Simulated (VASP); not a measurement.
## Al: single point with LDA

Crystal: Al.

```
CELL_PARAMETERS angstrom
0.00000 1.98982 1.98982
1.98982 0.00000 1.98982
1.98982 1.98982 0.00000
ATOMIC_POSITIONS crystal
Al 0.00000 0.00000 0.00000
```

```
Program             : VASP 6.6.1
Task                : single point
Functional          : LDA
Potentials or basis : VASP PAW LDA potentials, release 64 (Al)
Cutoff              : 520 eV
k mesh              : 14 × 14 × 14
Occupations         : gaussian, width 0.1 eV
Spin                : no spin polarisation
```

| Quantity | Value |
| --- | --- |
| Pressure | 0.1 GPa |

Levels at points of the mesh, in eV from the Fermi level:
| k point | band 1 | band 2 | band 3 | band 4 |
| --- | --- | --- | --- | --- |
| (0.00, 0.00, 0.00) | -11.38 | 12.86 | 12.86 | 12.86 |
| (0.50, 0.00, 0.00) | -4.69 | -4.42 | 11.69 | 11.69 |
| (0.50, 0.50, 0.00) | -2.97 | -1.58 | 5.34 | 5.79 |

Run time: 4.7 s on 1 thread of Intel(R) Xeon(R) 6975P-C (Granite Rapids), with other jobs on the host, peak memory 0.12 GiB.
